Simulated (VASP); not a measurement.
# Si2W (I4/mmm) in VASP: further runs

Aim: see how the results for Si2W move with the level of theory and the settings. Levels: revPBE, BLYP+D3(BJ). Tasks: single point.

All numbers are computed with VASP 6.6.1; they aren't measurements. Logs are shortened: lines on timing, memory, paths and dates and some standing lists are left out, and cuts for length are marked.

## Step 1: The cell of the first run

It takes space group I4/mmm (No. 139, tetragonal). The conventional cell has a = 3.217 Å, b = 3.217 Å, c = 7.842 Å, α = 90.00°, β = 90.00°, γ = 90.00°. Within 3.4 Å of Si (site symmetry 4mm) lie 9 Si at 2.60 to 3.22 Å and 5 W at 2.62 Å. W (site symmetry 4/mmm) has 10 Si at 2.62 Å and 4 W at 3.22 Å within 3.5 Å.

## Step 2: Single point, revPBE (volume scaled by 0.98)

INCAR

```
PREC = Accurate ; ENCUT = 520
EDIFF = 1E-6 ; ISMEAR = 0
SIGMA = 0.05 ; LREAL = False
LASPH = True ; NELM = 60
ALGO = Normal ; ISIF = 2
LWAVE = False ; LCHARG = False
GGA = RE ; NBANDS = 18
```

KPOINTS

```
regular mesh
0
Gamma
  10 10 10
```

POSCAR

```
Si2W
1.0
   -1.6085004553      1.6085004553      3.9208656903
    1.6085004553     -1.6085004553      3.9208656903
    1.6085004553      1.6085004553     -3.9208656903
Si W
2 1
Direct
    0.3344558693      0.3344558693      0.0000000000
    0.6655441307      0.6655441307      0.0000000000
    0.0000000000      0.0000000000      0.0000000000
```

Potentials or basis: VASP PAW PBE potentials, release 64 (Si, W_sv).

Run with:

```sh
> cat potpaw_PBE.64/Si/POTCAR potpaw_PBE.64/W_sv/POTCAR > POTCAR
> mpirun -np 1 vasp_std > vasp.out
```

OUTCAR:

```text
PREC = Accurate
   ENCUT = 520
   EDIFF = 1E-6
   ISMEAR = 0
   LREAL = False
   LASPH = True
   NELM = 60
   ISIF = 2
   GGA = RE

 ion  position               nearest neighbor table
   1  0.334  0.334  0.000-   2 2.60   3 2.62   3 2.62   3 2.62   3 2.62   3 2.62   2 2.63   2 2.63
                             2 2.63   2 2.63
   2  0.666  0.666  0.000-   1 2.60   3 2.62   3 2.62   3 2.62   3 2.62   3 2.62   1 2.63   1 2.63
                             1 2.63   1 2.63
   3  0.000  0.000  0.000-   2 2.62   2 2.62   2 2.62   1 2.62   2 2.62   1 2.62   1 2.62   1 2.62
                             1 2.62   2 2.62

  LATTYP: Found a body centered tetragonal cell.
 ALAT       =     3.2170009106
 C/A-ratio  =     2.4375906624

  Lattice vectors:

 A1 = (  -1.6085004553,   1.6085004553,   3.9208656903)
 A2 = (   1.6085004553,  -1.6085004553,   3.9208656903)
 A3 = (   1.6085004553,   1.6085004553,  -3.9208656903)

Analysis of symmetry for initial positions (statically):
=====================================================================
 Subroutine PRICEL returns:
 Original cell was already a primitive cell.

 Routine SETGRP: Setting up the symmetry group for a
 body centered tetragonal supercell.

 Subroutine GETGRP returns: Found 16 space group operations
 (whereof 16 operations were pure point group operations)
 out of a pool of 16 trial point group operations.

The static configuration has the point symmetry D_4h.

Analysis of symmetry for dynamics (positions and initial velocities):
=====================================================================
 Subroutine PRICEL returns:
 Original cell was already a primitive cell.

 Routine SETGRP: Setting up the symmetry group for a
 body centered tetragonal supercell.

 Subroutine GETGRP returns: Found 16 space group operations
 (whereof 16 operations were pure point group operations)
 out of a pool of 16 trial point group operations.

The dynamic configuration has the point symmetry D_4h.

 Subroutine INISYM returns: Found 16 space group operations
 (whereof 16 operations are pure point group operations),
 and found     1 'primitive' translations

----------------------------------------------------------------------------------------

                                     Primitive cell

  volume of cell :      40.5774

  direct lattice vectors                    reciprocal lattice vectors
    -1.608500455  1.608500455  3.920865690     0.000000000  0.310848529  0.127522858
     1.608500455 -1.608500455  3.920865690     0.310848529  0.000000000  0.127522858
     1.608500455  1.608500455 -3.920865690     0.310848529  0.310848529  0.000000000

  length of vectors
     4.532960974  4.532960974  4.532960974     0.335989415  0.335989415  0.439606205

  position of ions in fractional coordinates (direct lattice)
     0.334455869  0.334455869  0.000000000
     0.665544131  0.665544131  0.000000000
     0.000000000  0.000000000  0.000000000

  ion indices of the primitive-cell ions
   primitive index   ion index
                 1           1
                 2           2
                 3           3

----------------------------------------------------------------------------------------

 KPOINTS: regular mesh

Automatic generation of k-mesh.
 Grid dimensions read from file:
 generate k-points for:   10   10   10

 Generating k-lattice:

  Cartesian coordinates                     Fractional coordinates (reciprocal lattice)
     0.000000000  0.031084853  0.012752286     0.100000000  0.000000000  0.000000000
     0.031084853  0.000000000  0.012752286     0.000000000  0.100000000  0.000000000
     0.031084853  0.031084853  0.000000000     0.000000000  0.000000000  0.100000000

  Length of vectors
     0.033598942  0.033598942  0.043960621

  Shift w.r.t. Gamma in fractional coordinates (k-lattice)
     0.000000000  0.000000000  0.000000000

 Subroutine IBZKPT returns following result:
 ===========================================

 Found    102 irreducible k-points:

 Following reciprocal coordinates:
            Coordinates               Weight
  0.000000  0.000000  0.000000      1.000000
  0.100000  0.000000 -0.000000      8.000000
  0.200000  0.000000 -0.000000      8.000000
  0.300000 -0.000000  0.000000      8.000000
  0.400000  0.000000  0.000000      8.000000
  0.500000 -0.000000  0.000000      4.000000
[... 16 lines left out ...]
  0.300000  0.300000  0.000000      8.000000
  0.400000  0.300000  0.000000     16.000000
 [... further k-points ...]
   k-points           NKPTS =    102   k-points in BZ     NKDIM =    102   number of bands    NBANDS=     18
   number of dos      NEDOS =    301   number of ions     NIONS =      3
   total plane-waves  NPLWV =  46656
   dimension x,y,z NGX =    36 NGY =   36 NGZ =   36
   dimension x,y,z NGXF=    72 NGYF=   72 NGZF=   72
   ions per type =               2   1
   NGX,Y,Z   is equivalent  to a cutoff of  13.20, 13.20, 13.20 a.u.
   NGXF,Y,Z  is equivalent  to a cutoff of  26.41, 26.41, 26.41 a.u.
 SYSTEM =  unknown system
   PREC   = accura    normal or accurate (medium, high low for compatibility)
   ISTART =      0    job   : 0-new  1-cont  2-samecut
   ICHARG =      2    charge: 1-file 2-atom 10-const
   ISPIN  =      1    spin polarized calculation?
   LNONCOLLINEAR =      F non collinear calculations
   LSORBIT =      F    spin-orbit coupling
   LASPH  =      T    aspherical Exc in radial PAW
   ENCUT  =  520.0 eV  38.22 Ry    6.18 a.u.   8.43  8.43  8.43*2*pi/ulx,y,z
   NELM   =     60;   NELMIN=  2; NELMDL= -5     # of ELM steps
   EDIFF  = 0.1E-05   stopping-criterion for ELM
   LREAL  =      F    real-space projection
   EDIFFG = 0.1E-04   stopping-criterion for IOM
   NSW    =      0    number of steps for IOM
   IBRION =     -1    ionic relax: 0-MD 1-quasi-New 2-CG
   NFREE  =      0    steps in history (QN), initial steepest desc. (CG)
   ISIF   =      2    stress and relaxation
   ISYM   =      2    0-nonsym 1-usesym 2-fastsym
   POTIM  = 0.5000    time-step for ionic-motion
   TEBEG  =    0.0;   TEEND  =   0.0 temperature during run
   PSTRESS=    0.0 pullay stress
   NELECT =      22.0000    total number of electrons
   NUPDOWN=      -1.0000    fix difference up-down
   EMIN   =  10.00;   EMAX   =-10.00  energy-range for DOS
   EFERMI =   0.00;   METHOD = LEGACY
   ISMEAR =     0;   SIGMA  =   0.05  broadening in eV -4-tet -1-fermi 0-gaus
   EFERMI_NEDOS =   21; number of points for ismear=-14 and -15
   IALGO  =     38    algorithm
   IMIX   =      4    mixing-type and parameters
     AMIX     =   0.40;   BMIX     =  1.00
     AMIX_MAG =   1.60;   BMIX_MAG =  1.00
  volume/ion in A,a.u.               =      13.53        91.28
  Fermi-wavevector in a.u.,A,eV,Ry     =   1.334917  2.522627 24.245630  1.782004
  Thomas-Fermi vector in A             =   2.463661
   LORBIT       =      0    0 simple, 1 ext, 2 COOP (PROOUT), +10 PAW based schemes
   GGA     = RE    functional components
   LHFCALC =     F    Hartree Fock is set to
   AEXX    =    0.0000 exact exchange contribution
   IVDW    =     0    specifies the selected vdW correction
   LEPSILON=     F    determine dielectric tensor
   LRPA    =     F    only Hartree local field effects (RPA)
 non-spin polarized calculation
 Gauss-broadening in eV      SIGMA  =   0.05
  energy-cutoff  :      520.00
  volume of cell :       40.58
 maximum number of plane-waves:      1112
 NGX is ok and might be reduce to    36
   NGX = 17   NGY = 17   NGZ = 17

 number of electron      21.9999999 magnetization

 Free energy of the ion-electron system (eV)
  ---------------------------------------------------
  ext. energy  EPLUGINS =         0.00000000
  ---------------------------------------------------
  free energy    TOTEN  =       -23.88369089 eV

  energy without entropy =      -23.88297955  energy(sigma->0) =      -23.88333522

 E-fermi :  11.9797     XC(G=0): -12.4920

 val. band max:       11.9755665591   @ k =  -0.2000  -0.3000   0.2000
 cond. band min:      11.9871141629   @ k =   0.5000   0.5000   0.3000
 fundamental gap:      0.0115476038
 Fermi energy:        11.9797212492

 k-point     1 :       0.0000    0.0000    0.0000
  band No.  band energies     occupation
      1     -61.8916      2.00000
      2     -26.1510      2.00000
      3     -26.1267      2.00000
      4     -26.1267      2.00000
      5      -2.0802      2.00000
      6       5.1432      2.00000
[... 10 lines left out ...]
     17      17.6487      0.00000
     18      17.6487      0.00000

 k-point     2 :       0.1000    0.0000   -0.0000
  band No.  band energies     occupation
      1     -61.8909      2.00000
      2     -26.1495      2.00000
      3     -26.1474      2.00000
      4     -26.1248      2.00000
      5      -1.8901      2.00000
      6       5.1535      2.00000
[... 10 lines left out ...]
     17      17.6872      0.00000
     18      18.2929      0.00000

 k-point     3 :       0.2000    0.0000   -0.0000
  band No.  band energies     occupation
      1     -61.8890      2.00000
      2     -26.2014      2.00000
      3     -26.1454      2.00000
      4     -26.1199      2.00000
      5      -1.3334      2.00000
      6       5.0629      2.00000
[... 10 lines left out ...]
     17      18.3378      0.00000
     18      19.7095      0.00000

 k-point     4 :       0.3000   -0.0000    0.0000
  band No.  band energies     occupation
      1     -61.8867      2.00000
      2     -26.2673      2.00000
      3     -26.1403      2.00000
      4     -26.1138      2.00000
      5      -0.4491      2.00000
      6       4.4759      2.00000
[... 375 lines left out ...]
      4     -26.1372      2.00000
      5      -0.8412      2.00000
      6       6.0487      2.00000
[... 10 lines left out ...]
     17      18.7358      0.00000
     18      19.3701      0.00000

 k-point    23 :       0.3000    0.3000    0.0000
  band No.  band energies     occupation
      1     -61.8819      2.00000
      2     -26.2523      2.00000
      3     -26.2475      2.00000
      4     -26.1290      2.00000
      5       1.2863      2.00000
      6       3.7904      2.00000
[... 10 lines left out ...]
     17      18.6851      0.00000
     18      20.3569      0.00000

 k-point    24 :       0.4000    0.3000    0.0000
  band No.  band energies     occupation
      1     -61.8801      2.00000
      2     -26.3009      2.00000
      3     -26.2431      2.00000
      4     -26.1232      2.00000
      5       2.2310      2.00000
      6       3.3130      2.00000
[... 10 lines left out ...]
     17      19.2409      0.00000
     18      20.9198      0.00000

 [... further k-points ...]
[... 5 lines left out ...]
  --------------------------------------------------------------------------------------
  -------------------------------------------------------------------------------------
  Total        1.0976406      1.0976406      1.0489700      0.0000000      0.0000000      0.0000000
  in kB       43.3397529     43.3397529     41.4180191      0.0000000      0.0000000      0.0000000
  external PRESSURE =      42.6991749 kB  Pullay stress =       0.0000000 kB

 VOLUME and BASIS-vectors are now :
 -----------------------------------------------------------------------------
  energy-cutoff  :      520.00
  volume of cell :       40.58
      direct lattice vectors                 reciprocal lattice vectors
    -1.608500455  1.608500455  3.920865690     0.000000000  0.310848529  0.127522858
     1.608500455 -1.608500455  3.920865690     0.310848529  0.000000000  0.127522858
     1.608500455  1.608500455 -3.920865690     0.310848529  0.310848529  0.000000000

 POSITION                                       TOTAL-FORCE (eV/Angst)
 -----------------------------------------------------------------------------------
      0.00000      0.00000      2.62271        -0.000000     -0.000000     -0.006363
      0.00000      0.00000      5.21902         0.000000      0.000000      0.006363
      0.00000      0.00000      0.00000         0.000000      0.000000     -0.000000
 -----------------------------------------------------------------------------------
    total drift:                               -0.000000      0.000000     -0.000000

  FREE ENERGIE OF THE ION-ELECTRON SYSTEM (eV)
  ---------------------------------------------------
  free  energy   TOTEN  =       -23.8836908936 eV

  energy  without entropy=      -23.8829795486  energy(sigma->0) =      -23.88333522
```

Wall time 1.8 min (1 thread of Intel Xeon Platinum 8375C at 2.90GHz (Ice Lake), shared host); peak memory 0.24 GiB.

Results:

| Property | Result |
| --- | --- |
| Free energy | -23.8837 eV |
| Pressure | 4.3 GPa |
| Largest force | 0.006 eV/Å |
| Band gap on the k mesh | zero (band 11 reaches 12.72 eV, above the bottom of band 12 at 11.40 eV) |

Forces on the atoms (eV/Å):
```
Si   0.000  0.000 -0.006
Si   0.000  0.000  0.006
W    0.000  0.000  0.000
```

Stress tensor (GPa, compression positive):
```
4.33 0.00 0.00
0.00 4.33 0.00
0.00 0.00 4.14
```

Caveat: the PAW data sets were made with another functional, which shifts forces and pressure a little; spin-orbit coupling is left out, which moves the levels of the heavy elements.

## Step 3: Single point, BLYP+D3(BJ)

INCAR

```
PREC = Accurate ; ENCUT = 520
EDIFF = 1E-6 ; ISMEAR = 0
SIGMA = 0.05 ; LREAL = F
LASPH = T ; NELM = 100
ALGO = Normal ; ISIF = 2
LWAVE = F ; LCHARG = T
GGA = B5 ; ALDAX = 1.0
AGGAX = 1.0 ; AGGAC = 1.0
ALDAC = 0.0 ; IVDW = 12
VDW_S6 = 1.0 ; VDW_S8 = 2.6996
VDW_A1 = 0.4298 ; VDW_A2 = 4.2359
LELF = T ; LVHAR = T
NBANDS = 18
```

KPOINTS

```
Automatic mesh
0
Gamma
  10 10 10
```

POSCAR

```
Si2W
1.0
   -1.6121600465      1.6121600465      3.9099520359
    1.6121600465     -1.6121600465      3.9099520359
    1.6121600465      1.6121600465     -3.9099520359
Si W
2 1
Direct
    0.3352026534      0.3352026534      0.0000000000
    0.6647973466      0.6647973466      0.0000000000
    0.0000000000      0.0000000000      0.0000000000
```

Potentials or basis: VASP PAW PBE potentials, release 64 (Si, W_sv).

Run with:

```sh
> cat potpaw_PBE.64/Si/POTCAR potpaw_PBE.64/W_sv/POTCAR > POTCAR
> mpirun -np 1 vasp_std > vasp.out
```

It took 2.1 min on 1 thread of Intel Xeon Platinum 8375C at 2.90GHz (Ice Lake), shared host; peak memory 0.25 GiB.

It converged, with:

```
Free energy                : -24.5617 eV
Pressure                   : -3.9 GPa
Band gap on the k mesh     : zero (band 11 reaches 13.02 eV, above the bottom of band 12 at 11.81 eV)
Dispersion energy per atom : -1.317 eV
```

Forces on the atoms (eV/Å):
```
Si   0.000  0.000  0.003
Si   0.000  0.000 -0.003
W    0.000  0.000  0.000
```

Stress tensor (GPa, compression positive):
```
-3.98  0.00  0.00
 0.00 -3.98  0.00
 0.00  0.00 -3.72
```

Levels at points of the mesh, in eV from the Fermi level:
| k point | band 9 | band 10 | band 11 | band 12 | band 13 | band 14 |
| --- | --- | --- | --- | --- | --- | --- |
| (0.00, 0.00, 0.00) | -2.79 | -2.79 | 0.59 | 2.68 | 3.08 | 3.08 |
| (0.50, 0.00, 0.00) | -2.77 | -2.64 | -0.39 | 2.67 | 2.80 | 4.03 |
| (0.50, 0.50, 0.00) | -4.88 | -3.11 | -1.53 | 2.86 | 2.93 | 3.11 |
| (0.50, 0.50, 0.50) | -0.79 | -0.79 | -0.47 | -0.47 | 0.77 | 4.55 |

Caveat: the PAW data sets were made with another functional, which shifts forces and pressure a little; spin-orbit coupling is left out, which moves the levels of the heavy elements; pairwise dispersion overbinds metals, which lowers pressure and volume.
